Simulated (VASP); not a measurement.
# Os (P6_3/mmc) in VASP: electric field gradients with r2SCAN

Aim: the electric field gradients of Os with r2SCAN.

Everything below comes from runs of VASP 6.6.1. Logs are shortened: lines on timing, memory, paths and dates and some standing lists are left out, and cuts for length are marked.

## (1) The cell of the first run

The structure is hexagonal, space group P6_3/mmc (No. 194). Conventional cell: a = 2.734 Å, b = 2.734 Å, c = 4.320 Å, α = 90.00°, β = 90.00°, γ = 120.00°. Within 3.5 Å of Os (site symmetry -6m2) lie 12 Os at 2.68 to 2.73 Å.

## (2) Electric field gradients, r2SCAN

POSCAR

```
Os
1.0
    2.7341000000      0.0000000000      0.0000000000
   -1.3670500000      2.3678000565      0.0000000000
    0.0000000000      0.0000000000      4.3197000000
Os
2
Direct
    0.3333333333      0.6666666667      0.2500000000
    0.6666666667      0.3333333333      0.7500000000
```

INCAR.step1

```
SYSTEM = Os
PREC     = Accurate       ! precision mode
ENCUT    = 460            ! plane-wave cutoff, eV
ISMEAR   = -1             ! smearing method
SIGMA    = 0.05           ! smearing width, eV
LREAL    = .False.        ! projectors in reciprocal space
LASPH    = .True.         ! aspherical terms in the spheres
NELM     = 120            ! most SCF steps
NBANDS   = 23             ! bands
GGA      = PE             ! functional
ALGO     = Normal         ! electronic algorithm
EDIFF    = 1E-5           ! SCF threshold, eV
LWAVE    = .True.         ! write WAVECAR
LCHARG   = .False.        ! write CHGCAR
GGA_COMPAT= .False.
```

INCAR.step2

```
SYSTEM = Os
PREC     = Accurate       ! precision mode
ENCUT    = 460            ! plane-wave cutoff, eV
EDIFF    = 1E-8           ! SCF threshold, eV
ISMEAR   = -1             ! smearing method
SIGMA    = 0.05           ! smearing width, eV
LREAL    = .False.        ! projectors in reciprocal space
LASPH    = .True.         ! aspherical terms in the spheres
NELM     = 120            ! most SCF steps
ALGO     = Normal         ! electronic algorithm
ISIF     = 2              ! what is computed and relaxed
LWAVE    = .False.        ! write WAVECAR
LCHARG   = .False.        ! write CHGCAR
METAGGA  = R2SCAN         ! meta-GGA
LMIXTAU  = .True.       
LEFG     = .True.       
NBANDS   = 23             ! bands
ISTART   = 1            
GGA_COMPAT= .False.
```

KPOINTS

```
Automatic mesh
0
Gamma
  14 14 8
  0 0 0
```

Potentials or basis: VASP PAW PBE potentials, release 64 (Os_sv_GW).

Run with:

```sh
cat potpaw_PBE.64/Os_sv_GW/POTCAR > POTCAR
cp INCAR.step1 INCAR
mpirun -np 1 vasp_std > vasp.out
cp INCAR.step2 INCAR
mpirun -np 1 vasp_std > vasp.out
```

OUTCAR:

```text
SYSTEM = Os
   PREC = Accurate
   ENCUT = 460
   EDIFF = 1E-8
   ISMEAR = -1
   LREAL = .False.
   LASPH = .True.
   NELM = 120
   ISIF = 2
   METAGGA = R2SCAN
   ISTART = 1

 ion  position               nearest neighbor table
   1  0.333  0.667  0.250-   2 2.68   2 2.68   2 2.68   2 2.68   2 2.68   2 2.68
   2  0.667  0.333  0.750-   1 2.68   1 2.68   1 2.68   1 2.68   1 2.68   1 2.68

  LATTYP: Found a hexagonal cell.
 ALAT       =     2.7341000000
 C/A-ratio  =     1.5799348963

  Lattice vectors:

 A1 = (   2.7341000000,   0.0000000000,   0.0000000000)
 A2 = (  -1.3670500000,   2.3678000565,   0.0000000000)
 A3 = (   0.0000000000,   0.0000000000,   4.3197000000)

Analysis of symmetry for initial positions (statically):
=====================================================================
 Subroutine PRICEL returns:
 Original cell was already a primitive cell.

 Routine SETGRP: Setting up the symmetry group for a
 hexagonal supercell.

 Subroutine GETGRP returns: Found 24 space group operations
 (whereof 12 operations were pure point group operations)
 out of a pool of 24 trial point group operations.

The static configuration has the point symmetry D_3d.
 The point group associated with its full space group is D_6h.

Analysis of symmetry for dynamics (positions and initial velocities):
=====================================================================
 Subroutine PRICEL returns:
 Original cell was already a primitive cell.

 Routine SETGRP: Setting up the symmetry group for a
 hexagonal supercell.

 Subroutine GETGRP returns: Found 24 space group operations
 (whereof 12 operations were pure point group operations)
 out of a pool of 24 trial point group operations.

The dynamic configuration has the point symmetry D_3d.
 The point group associated with its full space group is D_6h.

 Subroutine INISYM returns: Found 24 space group operations
 (whereof 12 operations are pure point group operations),
 and found     1 'primitive' translations

----------------------------------------------------------------------------------------

                                     Primitive cell

  volume of cell :      27.9649

  direct lattice vectors                    reciprocal lattice vectors
     2.734100000  0.000000000  0.000000000     0.365751070  0.211166479  0.000000000
    -1.367050000  2.367800057  0.000000000     0.000000000  0.422332957  0.000000000
[... 116 lines left out ...]
 non-spin polarized calculation
  energy-cutoff  :      460.00
  volume of cell :       27.96
 maximum number of plane-waves:       648
 NGX is ok and might be reduce to    20
   NGX =  9   NGY =  9   NGZ = 15

 number of electron      32.0000002 magnetization

 Free energy of the ion-electron system (eV)
  ---------------------------------------------------
  ext. energy  EPLUGINS =         0.00000000
  ---------------------------------------------------
  free energy    TOTEN  =      -108.17368778 eV

  energy without entropy =     -108.16083592  energy(sigma->0) =     -108.16726185

 E-fermi :  13.6223     XC(G=0): -16.0279

 val. band max:       13.6216606099   @ k =   0.1429   0.0714   0.3750
 cond. band min:      13.6278014445   @ k =   0.0714   0.0714   0.3750
 fundamental gap:      0.0061408346
 Fermi energy:        13.6223228725

 k-point     1 :       0.0000    0.0000    0.0000
  band No.  band energies     occupation
      1     -75.1359      2.00000
      2     -75.0054      2.00000
      3     -34.5479      2.00000
      4     -33.5436      2.00000
      5     -33.5436      2.00000
      6     -33.3555      2.00000
[... 613 lines left out ...]
     22      27.2255      0.00000
     23      29.0107      0.00000

 [... further k-points ...]
[... 5 lines left out ...]
  --------------------------------------------------------------------------------------
  -------------------------------------------------------------------------------------
  Total       -0.1857678     -0.1857678     -0.4803130      0.0000000      0.0000000      0.0000000
  in kB      -10.6430989    -10.6430989    -27.5183191      0.0000000      0.0000000      0.0000000
  external PRESSURE =     -16.2681723 kB  Pullay stress =       0.0000000 kB

 VOLUME and BASIS-vectors are now :
 -----------------------------------------------------------------------------
  energy-cutoff  :      460.00
  volume of cell :       27.96
      direct lattice vectors                 reciprocal lattice vectors
     2.734100000  0.000000000  0.000000000     0.365751070  0.211166479  0.000000000
    -1.367050000  2.367800057  0.000000000     0.000000000  0.422332957  0.000000000
     0.000000000  0.000000000  4.319700000     0.000000000  0.000000000  0.231497558

 POSITION                                       TOTAL-FORCE (eV/Angst)
 -----------------------------------------------------------------------------------
     -0.00000      1.57853      1.07993        -0.000000     -0.000000      0.000000
      1.36705      0.78927      3.23977         0.000000      0.000000      0.000000
 -----------------------------------------------------------------------------------
    total drift:                               -0.000000      0.000000     -0.000000

  FREE ENERGIE OF THE ION-ELECTRON SYSTEM (eV)
  ---------------------------------------------------
  free  energy   TOTEN  =      -108.1736877838 eV

  energy  without entropy=     -108.1608359189  energy(sigma->0) =     -108.16726185

 Electric field gradients (V/A^2)
---------------------------------------------------------------------
 ion       V_xx      V_yy      V_zz      V_xy      V_xz      V_yz
---------------------------------------------------------------------
   1      32.055    32.055   -64.110    -0.000     0.000    -0.000
   2      32.055    32.055   -64.110    -0.000    -0.000     0.000
---------------------------------------------------------------------

 Electric field gradients after diagonalization (V/A^2)
 (convention: |V_zz| > |V_xx| > |V_yy|)
----------------------------------------------------------------------
 ion       V_xx      V_yy      V_zz     asymmetry (V_yy - V_xx)/ V_zz
----------------------------------------------------------------------
   1      32.055    32.055   -64.110       0.000
   2      32.055    32.055   -64.110       0.000
----------------------------------------------------------------------

           NMR quadrupolar parameters

 Cq : quadrupolar parameter    Cq=e*Q*V_zz/h
 eta: asymmetry parameters     (V_yy - V_xx)/ V_zz
 Q  : nuclear electric quadrupole moment in mb (millibarn)
----------------------------------------------------------------------
 ion       Cq(MHz)       eta       Q (mb)
----------------------------------------------------------------------
   1      -0.155       0.000       1.000
   2      -0.155       0.000       1.000
----------------------------------------------------------------------
```

Wall time 4.4 min (1 thread of Intel Xeon Platinum 8175M at 2.50GHz (Skylake/Cascade Lake), shared host); peak memory 0.18 GiB.

What came out:

```
Free energy                             : -108.1737 eV
Pressure                                : -1.6 GPa
Band gap on the k mesh                  : zero (bands 16 and 17 overlap by 3.93 eV)
Largest electric field gradient by atom : Os -64.1 V/Å²
```

Stress tensor (GPa, compression positive):
```
-1.06  0.00  0.00
 0.00 -1.06  0.00
 0.00  0.00 -2.75
```

Electric field gradients, principal values (V/Å²):
```
atom   least  middle  greatest (by size)
1 Os  32.055  32.055             -64.110
2 Os  32.055  32.055             -64.110
```

Caveat: without QUAD_EFG the Cq values of the log hold for a quadrupole moment of 1 mb, not for the nuclei; the PAW data sets were made with another functional, which shifts forces and pressure a little; spin-orbit coupling is left out, which moves the levels of the heavy elements.
